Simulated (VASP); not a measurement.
# Rh (P6/mmm) in VASP: notebook

Rh is run at these levels: PBE; tasks: single point.

Everything below comes from runs of VASP 6.6.1. Logs are shortened: lines on timing, memory, paths and dates and some standing lists are left out, and cuts for length are marked.

### 1 The cell of the first run

It takes space group P6/mmm (No. 191, hexagonal). The conventional cell has a = 2.498 Å, b = 2.498 Å, c = 2.387 Å, α = 90.00°, β = 90.00°, γ = 120.00°. Within 3.2 Å of Rh (site symmetry 6/mmm) lie 8 Rh at 2.39 to 2.50 Å.

### 2 Single point, PBE (volume scaled by 0.84)

File INCAR:

```
PREC     = Accurate       # precision mode
ENCUT    = 520            # plane-wave cutoff, eV
EDIFF    = 1E-6           # SCF threshold, eV
ISMEAR   = -1             # smearing method
SIGMA    = 0.1            # smearing width, eV
LREAL    = False          # projectors in reciprocal space
LASPH    = True           # aspherical terms in the spheres
NELM     = 100            # most SCF steps
ALGO     = Normal         # electronic algorithm
ISIF     = 2              # what is computed and relaxed
LWAVE    = False          # write WAVECAR
LCHARG   = False          # write CHGCAR
GGA      = PE             # functional
NBANDS   = 14             # bands
```

File KPOINTS:

```
regular mesh
0
Gamma
  17 17 15
```

File POSCAR:

```
Rh
1.0
    2.4978530969      0.0000000000      0.0000000000
   -1.2489265484      2.1632042368      0.0000000000
    0.0000000000      0.0000000000      2.3865175863
Rh
1
Direct
    0.0000000000      0.0000000000      0.0000000000
```

Potentials or basis: VASP PAW PBE potentials, release 64 (Rh_pv).

The run is started by

```bash
cat potpaw_PBE.64/Rh_pv/POTCAR > POTCAR
mpirun -np 1 vasp_std > vasp.out
```

OUTCAR:

```text
PREC = Accurate
   ENCUT = 520
   EDIFF = 1E-6
   ISMEAR = -1
   LREAL = False
   LASPH = True
   NELM = 100
   ISIF = 2
   GGA = PE

 ion  position               nearest neighbor table
   1  0.000  0.000  0.000-

  LATTYP: Found a hexagonal cell.
 ALAT       =     2.4978530969
 C/A-ratio  =     0.9554275186

  Lattice vectors:

 A1 = (   2.4978530969,   0.0000000000,   0.0000000000)
 A2 = (  -1.2489265484,   2.1632042368,   0.0000000000)
 A3 = (   0.0000000000,   0.0000000000,   2.3865175863)

Analysis of symmetry for initial positions (statically):
=====================================================================
 Subroutine PRICEL returns:
 Original cell was already a primitive cell.

 Routine SETGRP: Setting up the symmetry group for a
 hexagonal supercell.

 Subroutine GETGRP returns: Found 24 space group operations
 (whereof 24 operations were pure point group operations)
 out of a pool of 24 trial point group operations.

The static configuration has the point symmetry D_6h.

Analysis of symmetry for dynamics (positions and initial velocities):
=====================================================================
 Subroutine PRICEL returns:
 Original cell was already a primitive cell.

 Routine SETGRP: Setting up the symmetry group for a
 hexagonal supercell.

 Subroutine GETGRP returns: Found 24 space group operations
 (whereof 24 operations were pure point group operations)
 out of a pool of 24 trial point group operations.

The dynamic configuration has the point symmetry D_6h.

 Subroutine INISYM returns: Found 24 space group operations
 (whereof 24 operations are pure point group operations),
 and found     1 'primitive' translations

----------------------------------------------------------------------------------------

                                     Primitive cell

  volume of cell :      12.8952

  direct lattice vectors                    reciprocal lattice vectors
     2.497853097  0.000000000  0.000000000     0.400343800  0.231138601  0.000000000
    -1.248926548  2.163204237  0.000000000     0.000000000  0.462277201  0.000000000
     0.000000000  0.000000000  2.386517586     0.000000000  0.000000000  0.419020587

  length of vectors
     2.497853097  2.497853097  2.386517586     0.462277201  0.462277201  0.419020587

  position of ions in fractional coordinates (direct lattice)
     0.000000000  0.000000000  0.000000000

  ion indices of the primitive-cell ions
   primitive index   ion index
                 1           1

----------------------------------------------------------------------------------------

 KPOINTS: regular mesh

Automatic generation of k-mesh.
 Grid dimensions read from file:
 generate k-points for:   17   17   15

 Generating k-lattice:

  Cartesian coordinates                     Fractional coordinates (reciprocal lattice)
     0.023549635  0.013596388  0.000000000     0.058823529  0.000000000  0.000000000
     0.000000000  0.027192777  0.000000000     0.000000000  0.058823529  0.000000000
     0.000000000  0.000000000  0.027934706     0.000000000  0.000000000  0.066666667

  Length of vectors
     0.027192777  0.027192777  0.027934706

  Shift w.r.t. Gamma in fractional coordinates (k-lattice)
     0.000000000  0.000000000  0.000000000

 Subroutine IBZKPT returns following result:
 ===========================================

 Found    264 irreducible k-points:

 Following reciprocal coordinates:
            Coordinates               Weight
  0.000000  0.000000  0.000000      1.000000
  0.058824  0.000000  0.000000      6.000000
  0.117647  0.000000  0.000000      6.000000
  0.176471  0.000000  0.000000      6.000000
  0.235294  0.000000  0.000000      6.000000
  0.294118  0.000000  0.000000      6.000000
[... 16 lines left out ...]
  0.411765  0.117647  0.000000     12.000000
  0.176471  0.176471  0.000000      6.000000
 [... further k-points ...]
   k-points           NKPTS =    264   k-points in BZ     NKDIM =    264   number of bands    NBANDS=     14
   number of dos      NEDOS =    301   number of ions     NIONS =      1
   total plane-waves  NPLWV =   7200
   dimension x,y,z NGX =    20 NGY =   20 NGZ =   18
   dimension x,y,z NGXF=    40 NGYF=   40 NGZF=   36
   ions per type =               1
   NGX,Y,Z   is equivalent  to a cutoff of  13.31, 13.31, 12.54 a.u.
   NGXF,Y,Z  is equivalent  to a cutoff of  26.62, 26.62, 25.08 a.u.
 SYSTEM =  unknown system
   PREC   = accura    normal or accurate (medium, high low for compatibility)
   ISTART =      0    job   : 0-new  1-cont  2-samecut
   ICHARG =      2    charge: 1-file 2-atom 10-const
   ISPIN  =      1    spin polarized calculation?
   LNONCOLLINEAR =      F non collinear calculations
   LSORBIT =      F    spin-orbit coupling
   LASPH  =      T    aspherical Exc in radial PAW
   ENCUT  =  520.0 eV  38.22 Ry    6.18 a.u.   4.64  4.64  4.44*2*pi/ulx,y,z
   NELM   =    100;   NELMIN=  2; NELMDL= -5     # of ELM steps
   EDIFF  = 0.1E-05   stopping-criterion for ELM
   LREAL  =      F    real-space projection
   EDIFFG = 0.1E-04   stopping-criterion for IOM
   NSW    =      0    number of steps for IOM
   IBRION =     -1    ionic relax: 0-MD 1-quasi-New 2-CG
   NFREE  =      0    steps in history (QN), initial steepest desc. (CG)
   ISIF   =      2    stress and relaxation
   ISYM   =      2    0-nonsym 1-usesym 2-fastsym
   POTIM  = 0.5000    time-step for ionic-motion
   TEBEG  =    0.0;   TEEND  =   0.0 temperature during run
   PSTRESS=    0.0 pullay stress
   NELECT =      15.0000    total number of electrons
   NUPDOWN=      -1.0000    fix difference up-down
   EMIN   =  10.00;   EMAX   =-10.00  energy-range for DOS
   EFERMI =   0.00;   METHOD = LEGACY
   ISMEAR =    -1;   SIGMA  =   0.10  broadening in eV -4-tet -1-fermi 0-gaus
   EFERMI_NEDOS =   21; number of points for ismear=-14 and -15
   IALGO  =     38    algorithm
   IMIX   =      4    mixing-type and parameters
     AMIX     =   0.40;   BMIX     =  1.00
     AMIX_MAG =   1.60;   BMIX_MAG =  1.00
  volume/ion in A,a.u.               =      12.90        87.02
  Fermi-wavevector in a.u.,A,eV,Ry     =   1.721719  3.253577 40.331964  2.964316
  Thomas-Fermi vector in A             =   2.797918
   LORBIT       =      0    0 simple, 1 ext, 2 COOP (PROOUT), +10 PAW based schemes
   GGA     = PE    functional components
   LHFCALC =     F    Hartree Fock is set to
   AEXX    =    0.0000 exact exchange contribution
   IVDW    =     0    specifies the selected vdW correction
   LEPSILON=     F    determine dielectric tensor
   LRPA    =     F    only Hartree local field effects (RPA)
 non-spin polarized calculation
  energy-cutoff  :      520.00
  volume of cell :       12.90
 maximum number of plane-waves:       363
 NGX is ok and might be reduce to    20
   NGX =  9   NGY =  9   NGZ =  9

 number of electron      14.9999999 magnetization

 Free energy of the ion-electron system (eV)
  ---------------------------------------------------
  ext. energy  EPLUGINS =         0.00000000
  ---------------------------------------------------
  free energy    TOTEN  =        -6.42755581 eV

  energy without entropy =       -6.38476086  energy(sigma->0) =       -6.40615833

 E-fermi :  13.1041     XC(G=0): -14.3498

 val. band max:       13.1038682829   @ k =   0.3529   0.1176   0.2667
 cond. band min:      13.1077301560   @ k =   0.1176   0.1176   0.0000
 fundamental gap:      0.0038618730
 Fermi energy:        13.1041452753

 k-point     1 :       0.0000    0.0000    0.0000
  band No.  band energies     occupation
      1     -33.1919      2.00000
      2     -33.1919      2.00000
      3     -33.1412      2.00000
      4       4.8276      2.00000
      5       6.4910      2.00000
      6       9.7744      2.00000
      7       9.7744      2.00000
      8      14.2704      0.00002
      9      14.2704      0.00002
     10      29.5098      0.00000
     11      30.9214      0.00000
     12      33.7700      0.00000
     13      37.8226      0.00000
     14      37.8226      0.00000

 k-point     2 :       0.0588    0.0000    0.0000
  band No.  band energies     occupation
      1     -33.2336      2.00000
      2     -33.2014      2.00000
      3     -33.1367      2.00000
      4       4.9811      2.00000
      5       6.5498      2.00000
      6       9.6634      2.00000
      7       9.9000      2.00000
      8      14.1444      0.00006
      9      14.2486      0.00002
     10      29.7662      0.00000
     11      31.2007      0.00000
     12      33.7691      0.00000
     13      36.7272      0.00000
     14      37.3550      0.00000

 k-point     3 :       0.1176    0.0000    0.0000
  band No.  band energies     occupation
      1     -33.3525      2.00000
      2     -33.2287      2.00000
      3     -33.1238      2.00000
      4       5.4090      2.00000
      5       6.7232      2.00000
      6       9.3873      2.00000
      7      10.2698      2.00000
      8      13.7993      0.00191
      9      14.1863      0.00004
     10      30.3770      0.00000
     11      31.9960      0.00000
     12      33.7644      0.00000
     13      34.8885      0.00000
     14      36.2529      0.00000
[... 324 lines left out ...]
 k-point    23 :       0.4118    0.1176    0.0000
  band No.  band energies     occupation
      1     -34.3114      2.00000
      2     -33.5670      2.00000
      3     -33.0034      2.00000
      4       6.6292      2.00000
      5       7.9697      2.00000
      6      11.5089      2.00000
      7      11.9740      1.99998
      8      13.3833      0.11555
      9      16.5043      0.00000
     10      22.4716      0.00000
     11      27.2924      0.00000
     12      33.7717      0.00000
     13      33.8231      0.00000
     14      39.2922      0.00000

 k-point    24 :       0.1765    0.1765    0.0000
  band No.  band energies     occupation
      1     -33.9331      2.00000
      2     -33.4546      2.00000
      3     -33.0502      2.00000
      4       7.2489      2.00000
      5       8.1780      2.00000
      6       8.2701      2.00000
      7      12.3327      1.99911
      8      13.5061      0.03530
      9      13.6373      0.00963
     10      28.3495      0.00000
     11      28.4958      0.00000
     12      33.7735      0.00000
     13      36.4927      0.00000
     14      36.8166      0.00000

 [... further k-points ...]

------------------------ aborting loop because EDIFF is reached ----------------------------------------

  FORCE on cell =-STRESS in cart. coord.  units (eV):
  Direction    XX          YY          ZZ          XY          YZ          ZX
  --------------------------------------------------------------------------------------
  -------------------------------------------------------------------------------------
  Total        4.5391771      4.5391771      4.5518074      0.0000000     -0.0000000      0.0000000
  in kB      563.9734448    563.9734448    565.5427080      0.0000000     -0.0000000      0.0000000
  external PRESSURE =     564.4965325 kB  Pullay stress =       0.0000000 kB

 VOLUME and BASIS-vectors are now :
 -----------------------------------------------------------------------------
  energy-cutoff  :      520.00
  volume of cell :       12.90
      direct lattice vectors                 reciprocal lattice vectors
     2.497853097  0.000000000  0.000000000     0.400343800  0.231138601  0.000000000
    -1.248926548  2.163204237  0.000000000     0.000000000  0.462277201  0.000000000
     0.000000000  0.000000000  2.386517586     0.000000000  0.000000000  0.419020587

 POSITION                                       TOTAL-FORCE (eV/Angst)
 -----------------------------------------------------------------------------------
      0.00000      0.00000      0.00000         0.000000      0.000000      0.000000
 -----------------------------------------------------------------------------------
    total drift:                               -0.000000      0.000000      0.000000

  FREE ENERGIE OF THE ION-ELECTRON SYSTEM (eV)
  ---------------------------------------------------
  free  energy   TOTEN  =        -6.4275558084 eV

  energy  without entropy=       -6.3847608603  energy(sigma->0) =       -6.40615833
```

Run time: 13 s. Hardware: 1 thread of Intel Xeon 6975P-C (Granite Rapids), shared host; peak memory 0.15 GiB.

Results:

```
Free energy : -6.4276 eV
Pressure    : 56.4 GPa
```

[end of part 1 of 2]
